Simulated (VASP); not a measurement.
# Al16N16O (a cell with a defect) in VASP: a series of runs, part 2 of 2

VASP 6.6.1.

**3. Single point, PBE**

File INCAR:

```
SYSTEM = Al16N16O
PREC = Accurate ; ENCUT = 520
EDIFF = 1E-6 ; ISMEAR = -1
SIGMA = 0.01 ; LREAL = Auto
LASPH = .True. ; NELM = 120
ALGO = Normal ; ISIF = 2
LWAVE = .False. ; LCHARG = .False.
GGA = PE ; NBANDS = 89
GGA_COMPAT = .False.
```

File KPOINTS:

```
Automatic mesh
0
Gamma
  1 1 1
  0 0 0
```

File POSCAR:

```
Al16N16O
1.0
    6.2595139100      0.0000000600      0.0000000000
   -3.1297570100      5.4208980300      0.0000000000
    0.0000000000      0.0000000000     10.0348065900
Al N O
16 16 1
Direct
    0.3312007841      0.1488760673      0.2535681159
    0.1674807060      0.3372957727      0.4971072392
    0.3392616987      0.1765380891      0.7468061225
    0.1605213819      0.3230020157      0.9920535001
    0.3262313402      0.6547254644      0.2482084710
    0.1871802004      0.8573723326      0.5014383640
    0.3315830925      0.6653641076      0.7440200200
    0.1716505358      0.8283920791      0.9925338282
    0.8157947989      0.1485242752      0.2536778340
    0.6799460497      0.3612458579      0.5069843603
    0.8351853560      0.1759610575      0.7468986007
    0.6660571805      0.3337790067      0.9997812026
    0.8397248963      0.6806993840      0.2317582286
    0.6676422232      0.8566252186      0.5014431474
    0.8398815505      0.6815807878      0.7533172595
    0.6545968010      0.8279255459      0.9928007990
    0.3628284730      0.1937999889      0.4533049002
    0.1567209031      0.3153473799      0.1931216095
    0.3352518017      0.1649761672      0.9396464113
    0.1656280232      0.3334718676      0.6896021301
    0.3349179676      0.6725907700      0.4414539493
    0.1754378305      0.8145445579      0.1782038332
    0.3254211682      0.6527763409      0.9316630985
    0.1720371105      0.8413795951      0.6926802164
    0.8284149262      0.1927420410      0.4531125697
    0.6662310665      0.3340197417      0.1948132216
    0.8276154477      0.1643253471      0.9397061035
    0.6770098457      0.3552759983      0.6981632319
    0.8565808759      0.7149158547      0.4371193366
    0.6373270475      0.8141438812      0.1787222289
    0.8347832203      0.6714365276      0.9449860259
    0.6670176379      0.8406880068      0.6925225651
    0.0016390293      0.0042797337      0.3181718523
```

Potentials or basis: VASP PAW PBE potentials, release 64 (Al, N, O).

The run is started by

```sh
$ cat potpaw_PBE.64/Al/POTCAR potpaw_PBE.64/N/POTCAR potpaw_PBE.64/O/POTCAR > POTCAR
$ mpirun -np 1 vasp_gam > vasp.out
```

OUTCAR:

```text
SYSTEM = Al16N16O
   PREC = Accurate
   ENCUT = 520
   EDIFF = 1E-6
   ISMEAR = -1
   LREAL = Auto
   LASPH = .True.
   NELM = 120
   ISIF = 2
   GGA = PE

 ion  position               nearest neighbor table
   1  0.331  0.149  0.254-  33 1.90  26 1.91  18 1.95  22 1.97  17 2.02   6 2.95  13 3.01   9 3.03
                             5 3.08   2 3.10  12 3.13   8 3.14  10 3.18   5 3.18   4 3.22   9 3.23
   2  0.167  0.337  0.497-  17 1.90  25 1.90  21 1.90  20 1.93  33 2.55   5 3.03   7 3.05   6 3.07
                            14 3.07  11 3.09   3 3.09   9 3.10   1 3.10  10 3.13  10 3.14  14 3.19
   3  0.339  0.177  0.747-  20 1.88  28 1.90  24 1.90  19 1.94   6 3.01   4 3.03  10 3.03   7 3.08
                             2 3.09  12 3.10   8 3.11  11 3.11  15 3.11  15 3.15  11 3.15   7 3.18
[... 364 lines left out ...]
  external PRESSURE =      48.9435684 kB  Pullay stress =       0.0000000 kB

 VOLUME and BASIS-vectors are now :
 -----------------------------------------------------------------------------
  energy-cutoff  :      520.00
  volume of cell :      340.50
      direct lattice vectors                 reciprocal lattice vectors
     6.259513910  0.000000060  0.000000000     0.159756813  0.092235641  0.000000000
    -3.129757010  5.420898030  0.000000000    -0.000000002  0.184471279  0.000000000
     0.000000000  0.000000000 10.034806590     0.000000000  0.000000000  0.099653141

 POSITION                                       TOTAL-FORCE (eV/Angst)
 -----------------------------------------------------------------------------------
      1.60721      0.80704      2.54451        -0.009607      0.018056      0.027011
     -0.00731      1.82845      4.98837         0.002717     -0.007643     -0.021203
      1.57109      0.95699      7.49405        -0.008064     -0.001941      0.004899
     -0.00613      1.75096      9.95507         0.000040     -0.001775      0.012651
     -0.00708      3.54920      2.49072         0.015507     -0.018779      0.010540
     -1.51171      4.64773      5.03184        -0.021316     -0.010166     -0.002388
[... 25 lines left out ...]
      1.54406      4.55728      6.94933         0.001721      0.004293      0.011263
     -0.00313      0.02320      3.19279        -0.019415      0.012203     -0.017276
 -----------------------------------------------------------------------------------
    total drift:                                0.003183     -0.004337      0.002959

  FREE ENERGIE OF THE ION-ELECTRON SYSTEM (eV)
  ---------------------------------------------------
  free  energy   TOTEN  =      -230.2660307983 eV

  energy  without entropy=     -230.2660307983  energy(sigma->0) =     -230.26603080
```

OSZICAR:

```text
N       E                     dE             d eps       ncg     rms          rms(c)
DAV:   1     0.971265589811E+03    0.97127E+03   -0.73220E+04   178   0.145E+03
DAV:   2    -0.169716577651E+03   -0.11410E+04   -0.10795E+04   227   0.322E+02
DAV:   3    -0.269664430251E+03   -0.99948E+02   -0.98799E+02   212   0.985E+01
DAV:   4    -0.271717864328E+03   -0.20534E+01   -0.20449E+01   204   0.158E+01
DAV:   5    -0.271753355765E+03   -0.35491E-01   -0.35454E-01   212   0.205E+00    0.357E+01
DAV:   6    -0.230409203224E+03    0.41344E+02   -0.17032E+02   204   0.365E+01    0.125E+01
DAV:   7    -0.230366300891E+03    0.42902E-01   -0.68859E+00   196   0.851E+00    0.881E+00
DAV:   8    -0.230299319944E+03    0.66981E-01   -0.76787E-01   220   0.430E+00    0.331E+00
DAV:   9    -0.230270687253E+03    0.28633E-01   -0.23203E-01   212   0.255E+00    0.104E+00
DAV:  10    -0.230262083430E+03    0.86038E-02   -0.92869E-02   212   0.115E+00    0.667E-01
DAV:  11    -0.230263932044E+03   -0.18486E-02   -0.21743E-02   204   0.470E-01    0.378E-01
DAV:  12    -0.230265468654E+03   -0.15366E-02   -0.23444E-03   244   0.252E-01    0.208E-01
DAV:  13    -0.230266014665E+03   -0.54601E-03   -0.15442E-03   196   0.174E-01    0.460E-02
DAV:  14    -0.230266023493E+03   -0.88273E-05   -0.40380E-04   204   0.738E-02    0.397E-02
DAV:  15    -0.230266029874E+03   -0.63812E-05   -0.56286E-05   212   0.251E-02    0.299E-02
DAV:  16    -0.230266029345E+03    0.52913E-06   -0.13400E-05   220   0.147E-02    0.120E-02
DAV:  17    -0.230266030801E+03   -0.14568E-05   -0.92089E-06   212   0.106E-02    0.335E-03
DAV:  18    -0.230266030798E+03    0.31232E-08   -0.10508E-06   124   0.426E-03
   1 F= -.23026603E+03 E0= -.23026603E+03  d E =-.144487E-11
```

Run time: 2.8 min. Hardware: 1 thread of Intel Xeon 8259CL, shared host; peak memory 0.41 GiB.

Results:

```
Free energy            : -230.2660 eV
Pressure               : 4.9 GPa
Largest force          : 0.036 eV/Å
Band gap on the k mesh : 0.98 eV
```

Forces on the atoms (eV/Å):
```
Al  -0.010  0.018  0.027
Al   0.003 -0.008 -0.021
Al  -0.008 -0.002  0.005
Al   0.000 -0.002  0.013
Al   0.016 -0.019  0.011
Al  -0.021 -0.010 -0.002
Al   0.001  0.000  0.001
Al   0.003 -0.007 -0.008
Al   0.024  0.014  0.023
Al  -0.010 -0.012  0.016
Al   0.007 -0.001  0.002
Al   0.000  0.005  0.010
Al  -0.012  0.017  0.003
Al   0.023 -0.008 -0.022
Al   0.002  0.002 -0.004
Al   0.000  0.004  0.003
N    0.008  0.000 -0.022
N   -0.001 -0.003  0.011
N    0.000 -0.014 -0.002
N    0.003  0.010 -0.014
N    0.003  0.007 -0.008
N    0.000 -0.021  0.014
N   -0.005  0.012 -0.003
N   -0.002 -0.010  0.000
N    0.006  0.022 -0.017
N    0.005 -0.001 -0.009
N   -0.003  0.001  0.003
N   -0.008 -0.001  0.001
N    0.001  0.010  0.020
N   -0.009 -0.019 -0.021
N    0.005 -0.003 -0.002
N    0.002  0.004  0.011
O   -0.019  0.012 -0.017
```

Caveat: the k points lie up to 1.16 Å⁻¹ apart.
